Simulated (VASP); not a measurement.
# Rb (Im-3m) in VASP: a series of runs

Runs on Rb. Level: r2SCAN. Tasks: single point, relaxation of cell and atoms.

Program: VASP 6.6.1. These are calculated values, not measurements. Logs are shortened: lines on timing, memory, paths and dates and some standing lists are left out, and cuts for length are marked.

## (1) The cell of the first run

Symmetry: Im-3m, No. 229, cubic system. Conventional cell: a = 5.746 Å, b = 5.746 Å, c = 5.746 Å, α = 90.00°, β = 90.00°, γ = 90.00°.

## (2) Single point, r2SCAN

Input file POSCAR:

```
Rb
1.0
   -2.8730761240      2.8730761240      2.8730761240
    2.8730761240     -2.8730761240      2.8730761240
    2.8730761240      2.8730761240     -2.8730761240
Rb
1
Direct
    0.0000000000      0.0000000000      0.0000000000
```

Input file INCAR.step1:

```
SYSTEM = Rb
ALGO = Normal
EDIFF = 1E-4
ENCUT = 520
GGA = PE
ISMEAR = 0
LASPH = .TRUE.
LCHARG = .FALSE.
LREAL = .FALSE.
LWAVE = .TRUE.
NBANDS = 10
NELM = 80
PREC = Accurate
SIGMA = 0.05
```

Input file INCAR.step2:

```
SYSTEM = Rb
ALGO = Normal
EDIFF = 1E-6
ENCUT = 520
ISIF = 2
ISMEAR = 0
ISTART = 1
LASPH = .TRUE.
LCHARG = .TRUE.
LELF = .TRUE.
LMIXTAU = .TRUE.
LREAL = .FALSE.
LVHAR = .TRUE.
LWAVE = .FALSE.
METAGGA = R2SCAN
NBANDS = 10
NELM = 80
PREC = Accurate
SIGMA = 0.05
```

Input file KPOINTS:

```
k-points
0
G
  6 6 6
  0 0 0
```

Potentials or basis: VASP PAW PBE potentials, release 64 (Rb_sv).

On the command line:

```
$ cat potpaw_PBE.64/Rb_sv/POTCAR > POTCAR
$ cp INCAR.step1 INCAR
$ mpirun -np 1 vasp_std > vasp.out
$ cp INCAR.step2 INCAR
$ mpirun -np 1 vasp_std > vasp.out
```

OUTCAR:

```text
SYSTEM = Rb
   EDIFF = 1E-6
   ENCUT = 520
   ISIF = 2
   ISMEAR = 0
   ISTART = 1
   LASPH = .TRUE.
   LREAL = .FALSE.
   METAGGA = R2SCAN
   NELM = 80
   PREC = Accurate

 ion  position               nearest neighbor table
   1  0.000  0.000  0.000-

  LATTYP: Found a body centered cubic cell.
 ALAT       =     5.7461522480

  Lattice vectors:

 A1 = (  -2.8730761240,   2.8730761240,   2.8730761240)
 A2 = (   2.8730761240,  -2.8730761240,   2.8730761240)
 A3 = (   2.8730761240,   2.8730761240,  -2.8730761240)

Analysis of symmetry for initial positions (statically):
=====================================================================
 Subroutine PRICEL returns:
 Original cell was already a primitive cell.

 Routine SETGRP: Setting up the symmetry group for a
 body centered cubic supercell.

 Subroutine GETGRP returns: Found 48 space group operations
 (whereof 48 operations were pure point group operations)
 out of a pool of 48 trial point group operations.

The static configuration has the point symmetry O_h .

Analysis of symmetry for dynamics (positions and initial velocities):
=====================================================================
 Subroutine PRICEL returns:
 Original cell was already a primitive cell.

 Routine SETGRP: Setting up the symmetry group for a
 body centered cubic supercell.

 Subroutine GETGRP returns: Found 48 space group operations
 (whereof 48 operations were pure point group operations)
 out of a pool of 48 trial point group operations.

The dynamic configuration has the point symmetry O_h .

 Subroutine INISYM returns: Found 48 space group operations
 (whereof 48 operations are pure point group operations),
 and found     1 'primitive' translations

----------------------------------------------------------------------------------------

                                     Primitive cell

  volume of cell :      94.8640

  direct lattice vectors                    reciprocal lattice vectors
    -2.873076124  2.873076124  2.873076124     0.000000000  0.174029500  0.174029500
     2.873076124 -2.873076124  2.873076124     0.174029500  0.000000000  0.174029500
     2.873076124  2.873076124 -2.873076124     0.174029500  0.174029500  0.000000000

  length of vectors
     4.976313821  4.976313821  4.976313821     0.246114879  0.246114879  0.246114879

  position of ions in fractional coordinates (direct lattice)
     0.000000000  0.000000000  0.000000000

  ion indices of the primitive-cell ions
   primitive index   ion index
                 1           1

----------------------------------------------------------------------------------------

 KPOINTS: k-points

Automatic generation of k-mesh.
 Grid dimensions read from file:
 generate k-points for:    6    6    6

 Generating k-lattice:

  Cartesian coordinates                     Fractional coordinates (reciprocal lattice)
     0.000000000  0.029004917  0.029004917     0.166666667  0.000000000  0.000000000
     0.029004917  0.000000000  0.029004917     0.000000000  0.166666667  0.000000000
     0.029004917  0.029004917  0.000000000     0.000000000  0.000000000  0.166666667

  Length of vectors
     0.041019146  0.041019146  0.041019146

  Shift w.r.t. Gamma in fractional coordinates (k-lattice)
     0.000000000  0.000000000  0.000000000

 Subroutine IBZKPT returns following result:
 ===========================================

 Found     16 irreducible k-points:

 Following reciprocal coordinates:
            Coordinates               Weight
  0.000000  0.000000  0.000000      1.000000
  0.166667  0.000000  0.000000     12.000000
  0.333333  0.000000  0.000000     12.000000
  0.500000  0.000000  0.000000      6.000000
  0.166667  0.166667  0.000000     24.000000
  0.333333  0.166667  0.000000     48.000000
[... 8 lines left out ...]
  0.500000  0.500000  0.333333     12.000000
  0.500000  0.500000  0.500000      1.000000
   k-points           NKPTS =     16   k-points in BZ     NKDIM =     16   number of bands    NBANDS=     10
   number of dos      NEDOS =    301   number of ions     NIONS =      1
   total plane-waves  NPLWV =  64000
   dimension x,y,z NGX =    40 NGY =   40 NGZ =   40
   dimension x,y,z NGXF=    80 NGYF=   80 NGZF=   80
   ions per type =               1
   NGX,Y,Z   is equivalent  to a cutoff of  13.36, 13.36, 13.36 a.u.
   NGXF,Y,Z  is equivalent  to a cutoff of  26.73, 26.73, 26.73 a.u.
 SYSTEM =  Rb
   PREC   = accura    normal or accurate (medium, high low for compatibility)
   ISTART =      1    job   : 0-new  1-cont  2-samecut
   ICHARG =      0    charge: 1-file 2-atom 10-const
   ISPIN  =      1    spin polarized calculation?
   LNONCOLLINEAR =      F non collinear calculations
   LSORBIT =      F    spin-orbit coupling
   LASPH  =      T    aspherical Exc in radial PAW
   ENCUT  =  520.0 eV  38.22 Ry    6.18 a.u.   9.25  9.25  9.25*2*pi/ulx,y,z
   NELM   =     80;   NELMIN=  2; NELMDL=  0     # of ELM steps
   EDIFF  = 0.1E-05   stopping-criterion for ELM
   LREAL  =      F    real-space projection
   EDIFFG = 0.1E-04   stopping-criterion for IOM
   NSW    =      0    number of steps for IOM
   IBRION =     -1    ionic relax: 0-MD 1-quasi-New 2-CG
   NFREE  =      0    steps in history (QN), initial steepest desc. (CG)
   ISIF   =      2    stress and relaxation
   ISYM   =      2    0-nonsym 1-usesym 2-fastsym
   POTIM  = 0.5000    time-step for ionic-motion
   TEBEG  =    0.0;   TEEND  =   0.0 temperature during run
   PSTRESS=    0.0 pullay stress
   NELECT =       9.0000    total number of electrons
   NUPDOWN=      -1.0000    fix difference up-down
   EMIN   =  10.00;   EMAX   =-10.00  energy-range for DOS
   EFERMI =   0.00;   METHOD = LEGACY
   ISMEAR =     0;   SIGMA  =   0.05  broadening in eV -4-tet -1-fermi 0-gaus
   EFERMI_NEDOS =   21; number of points for ismear=-14 and -15
   IALGO  =     38    algorithm
   IMIX   =      4    mixing-type and parameters
     AMIX     =   0.40;   BMIX     =  1.00
     AMIX_MAG =   1.60;   BMIX_MAG =  1.00
  volume/ion in A,a.u.               =      94.86       640.17
  Fermi-wavevector in a.u.,A,eV,Ry     =   0.746658  1.410980  7.585228  0.557499
  Thomas-Fermi vector in A             =   1.842531
   LORBIT       =      0    0 simple, 1 ext, 2 COOP (PROOUT), +10 PAW based schemes
   METAGGA = R2SCAN    functional components
   LHFCALC =     F    Hartree Fock is set to
   AEXX    =    0.0000 exact exchange contribution
   IVDW    =     0    specifies the selected vdW correction
   LEPSILON=     F    determine dielectric tensor
   LRPA    =     F    only Hartree local field effects (RPA)
 non-spin polarized calculation
 Gauss-broadening in eV      SIGMA  =   0.05
  energy-cutoff  :      520.00
  volume of cell :       94.86
 maximum number of plane-waves:      2587
 NGX is ok and might be reduce to    40
   NGX = 19   NGY = 19   NGZ = 19

 number of electron       9.0000000 magnetization

 Free energy of the ion-electron system (eV)
  ---------------------------------------------------
  ext. energy  EPLUGINS =         0.00000000
  ---------------------------------------------------
  free energy    TOTEN  =       -13.90015124 eV

  energy without entropy =      -13.89395955  energy(sigma->0) =      -13.89705540

 E-fermi :   0.0076     XC(G=0):  -5.6204

 val. band max:       -0.2369565674   @ k =   0.1667   0.1667   0.1667
 cond. band min:       0.0131170269   @ k =   0.3333   0.1667   0.0000
 fundamental gap:      0.2500735943
 Fermi energy:         0.0075552543

 k-point     1 :       0.0000    0.0000    0.0000
  band No.  band energies     occupation
      1     -30.1221      2.00000
      2     -13.6150      2.00000
      3     -13.6150      2.00000
      4     -13.6150      2.00000
      5      -2.0600      2.00000
      6       4.0528      0.00000
      7       4.0528      0.00000
      8       4.0528      0.00000
      9       5.0067      0.00000
     10       5.0067      0.00000

 k-point     2 :       0.1667    0.0000    0.0000
  band No.  band energies     occupation
      1     -30.1212      2.00000
      2     -13.6367      2.00000
      3     -13.6220      2.00000
      4     -13.6151      2.00000
      5      -1.7287      2.00000
      6       3.3505      0.00000
      7       3.6217      0.00000
      8       4.3522      0.00000
      9       4.7281      0.00000
     10       4.8821      0.00000

 k-point     3 :       0.3333    0.0000    0.0000
  band No.  band energies     occupation
      1     -30.1193      2.00000
      2     -13.6792      2.00000
      3     -13.6359      2.00000
      4     -13.6152      2.00000
      5      -0.8101      2.00000
      6       1.9257      0.00000
      7       3.0565      0.00000
      8       4.8708      0.00000
      9       4.9488      0.00000
     10       5.2132      0.00000

 k-point     4 :       0.5000    0.0000    0.0000
  band No.  band energies     occupation
      1     -30.1184      2.00000
      2     -13.7001      2.00000
      3     -13.6428      2.00000
      4     -13.6152      2.00000
      5       0.3380      0.00000
      6       0.6658      0.00000
      7       2.8422      0.00000
      8       4.6884      0.00000
      9       5.3878      0.00000
     10       5.6679      0.00000

 k-point     5 :       0.1667    0.1667    0.0000
  band No.  band energies     occupation
      1     -30.1198      2.00000
      2     -13.6655      2.00000
      3     -13.6308      2.00000
      4     -13.6200      2.00000
      5      -1.1014      2.00000
      6       2.5249      0.00000
      7       2.9223      0.00000
      8       4.5797      0.00000
      9       4.7671      0.00000
     10       5.3983      0.00000

 k-point     6 :       0.3333    0.1667    0.0000
  band No.  band energies     occupation
      1     -30.1184      2.00000
      2     -13.6892      2.00000
      3     -13.6474      2.00000
      4     -13.6217      2.00000
      5       0.0131      0.87500
      6       1.3432      0.00000
      7       2.4463      0.00000
      8       4.4515      0.00000
      9       5.1476      0.00000
     10       5.6811      0.00000
[... 79 lines left out ...]
 k-point    13 :      -0.3333    0.5000    0.1667
  band No.  band energies     occupation
      1     -30.1173      2.00000
      2     -13.6831      2.00000
      3     -13.6640      2.00000
      4     -13.6365      2.00000
      5       0.4901      0.00000
      6       1.4644      0.00000
      7       2.2389      0.00000
      8       3.9823      0.00000
      9       4.4794      0.00000
     10       5.6466      0.00000

 k-point    14 :      -0.3333    0.3333    0.3333
  band No.  band energies     occupation
      1     -30.1170      2.00000
      2     -13.6708      2.00000
      3     -13.6593      2.00000
      4     -13.6593      2.00000
      5       0.2386      0.00000
      6       1.8430      0.00000
      7       3.2424      0.00000
      8       3.2424      0.00000
      9       3.7817      0.00000
     10       5.5556      0.00000

 k-point    15 :       0.5000    0.5000    0.3333
  band No.  band energies     occupation
      1     -30.1162      2.00000
      2     -13.6813      2.00000
      3     -13.6670      2.00000
      4     -13.6603      2.00000
      5       1.0797      0.00000
      6       1.2641      0.00000
      7       2.8237      0.00000
      8       3.2525      0.00000
      9       3.9883      0.00000
     10       6.0765      0.00000

 k-point    16 :       0.5000    0.5000    0.5000
  band No.  band energies     occupation
      1     -30.1155      2.00000
      2     -13.6750      2.00000
      3     -13.6750      2.00000
      4     -13.6750      2.00000
      5       1.3242      0.00000
      6       1.3242      0.00000
      7       3.3884      0.00000
      8       3.3884      0.00000
      9       3.3884      0.00000
     10       5.4135      0.00000

------------------------ aborting loop because EDIFF is reached ----------------------------------------

  FORCE on cell =-STRESS in cart. coord.  units (eV):
  Direction    XX          YY          ZZ          XY          YZ          ZX
  --------------------------------------------------------------------------------------
  -------------------------------------------------------------------------------------
  Total        0.0132446      0.0132446      0.0132446      0.0000000     -0.0000000      0.0000000
  in kB        0.2236899      0.2236899      0.2236899      0.0000000     -0.0000000      0.0000000
  external PRESSURE =       0.2236899 kB  Pullay stress =       0.0000000 kB

 VOLUME and BASIS-vectors are now :
 -----------------------------------------------------------------------------
  energy-cutoff  :      520.00
  volume of cell :       94.86
      direct lattice vectors                 reciprocal lattice vectors
    -2.873076124  2.873076124  2.873076124     0.000000000  0.174029500  0.174029500
     2.873076124 -2.873076124  2.873076124     0.174029500  0.000000000  0.174029500
     2.873076124  2.873076124 -2.873076124     0.174029500  0.174029500  0.000000000

 POSITION                                       TOTAL-FORCE (eV/Angst)
 -----------------------------------------------------------------------------------
      0.00000      0.00000      0.00000         0.000000      0.000000     -0.000000
 -----------------------------------------------------------------------------------
    total drift:                               -0.000000     -0.000000     -0.000000

  FREE ENERGIE OF THE ION-ELECTRON SYSTEM (eV)
  ---------------------------------------------------
  free  energy   TOTEN  =       -13.9001512391 eV

  energy  without entropy=      -13.8939595536  energy(sigma->0) =      -13.89705540
```

Wall time 2.2 min (1 thread of AMD EPYC 7R43 (Zen 3), shared host); peak memory 0.22 GiB.

Results:

```yaml
Free_energy: -13.9002 eV
Pressure: 0.0 GPa
Band_gap_on_the_k_mesh: zero (an odd number of electrons rules out a gap without spin polarisation)
```

Levels at points of the mesh, in eV from the Fermi level:
| k point | band 1 | band 2 | band 3 | band 4 | band 5 | band 6 | band 7 | band 8 |
| --- | --- | --- | --- | --- | --- | --- | --- | --- |
| (0.00, 0.00, 0.00) | -30.13 | -13.62 | -13.62 | -13.62 | -2.07 | 4.05 | 4.05 | 4.05 |
| (0.50, 0.00, 0.00) | -30.13 | -13.71 | -13.65 | -13.62 | 0.33 | 0.66 | 2.83 | 4.68 |
| (0.50, 0.50, 0.50) | -30.12 | -13.68 | -13.68 | -13.68 | 1.32 | 1.32 | 3.38 | 3.38 |

Caveat: the PAW data sets were made with another functional, which shifts forces and pressure a little.

## (3) Relaxation of cell and atoms, r2SCAN

This run uses another cell than the first one, of 88.04 Å³/atom.

Input file POSCAR:

```
Rb
1.0
   -2.8025000000      2.8025000000      2.8025000000
    2.8025000000     -2.8025000000      2.8025000000
    2.8025000000      2.8025000000     -2.8025000000
Rb
1
Direct
    0.0000000000      0.0000000000      0.0000000000
```

Input file INCAR.step1:

```
PREC = Accurate ; ENCUT = 600
ISMEAR = 0 ; SIGMA = 0.05
LREAL = False ; LASPH = True
NELM = 60 ; GGA = PE
ALGO = Normal ; EDIFF = 1E-4
LWAVE = True ; LCHARG = False
```

Input file INCAR.step2:

```
PREC = Accurate ; ENCUT = 600
EDIFF = 1E-6 ; ISMEAR = 0
SIGMA = 0.05 ; LREAL = False
LASPH = True ; NELM = 60
ALGO = Normal ; ISIF = 3
LWAVE = False ; LCHARG = False
METAGGA = R2SCAN ; LMIXTAU = True
IBRION = 2 ; NSW = 80
EDIFFG = -0.01 ; ISTART = 1
```

Input file KPOINTS:

```
regular mesh
0
Gamma
  6 6 6
```

Potentials or basis: VASP PAW PBE potentials, release 64 (Rb_sv).

On the command line:

```
$ cat potpaw_PBE.64/Rb_sv/POTCAR > POTCAR
$ cp INCAR.step1 INCAR
$ mpirun -np 1 vasp_std > vasp.out
$ cp INCAR.step2 INCAR
$ mpirun -np 1 vasp_std > vasp.out
```

Run time: 4.2 min. Hardware: 1 thread of AMD EPYC 7R43 (Zen 3), shared host; peak memory 0.22 GiB.

The run converged. Its results:

- Free energy: -13.9001 eV
- Relaxed volume: 95.25 Å³/atom
- Relaxed cell: a = 4.983 Å, b = 4.983 Å, c = 4.983 Å, α = 109.47°, β = 109.47°, γ = 109.47°
- Space group after relaxing (to 0.1 Å): Im-3m (No. 229)
- Energy gained by relaxing: 5.5 meV/atom
- Ionic steps: 3
- Pressure after relaxing: 0.0 GPa
- Band gap on the k mesh: zero (an odd number of electrons rules out a gap without spin polarisation)

The path:
| step | energy change (eV) | largest force (eV/Å) | pressure (GPa) | volume (Å³) |
| --- | --- | --- | --- | --- |
| 1 | 0.0000 | 0.0000 | 0.25 | 88.04 |
| 2 | -0.0024 | 0.0000 | 0.18 | 89.81 |
| 3 | -0.0055 | 0.0000 | 0.02 | 95.25 |

Final structure:
```
Rb
1.0
    -2.87701    2.87701    2.87701
     2.87701   -2.87701    2.87701
     2.87701    2.87701   -2.87701
Rb
1
Direct
  0.00000 0.00000 0.00000
```

Levels at points of the mesh, in eV from the Fermi level:
```tsv
k point	band 1	band 2	band 3	band 4	band 5	band 6	band 7	band 8
(0.00, 0.00, 0.00)	-30.13	-13.63	-13.63	-13.63	-2.06	4.04	4.04	4.04
(0.50, 0.00, 0.00)	-30.13	-13.71	-13.65	-13.63	0.33	0.66	2.83	4.67
(0.50, 0.50, 0.50)	-30.13	-13.68	-13.68	-13.68	1.32	1.32	3.37	3.37
```

Caveat: the PAW data sets were made with another functional, which shifts forces and pressure a little.

The gap in the log of VASP goes by the Fermi energy; the results here count the filled bands.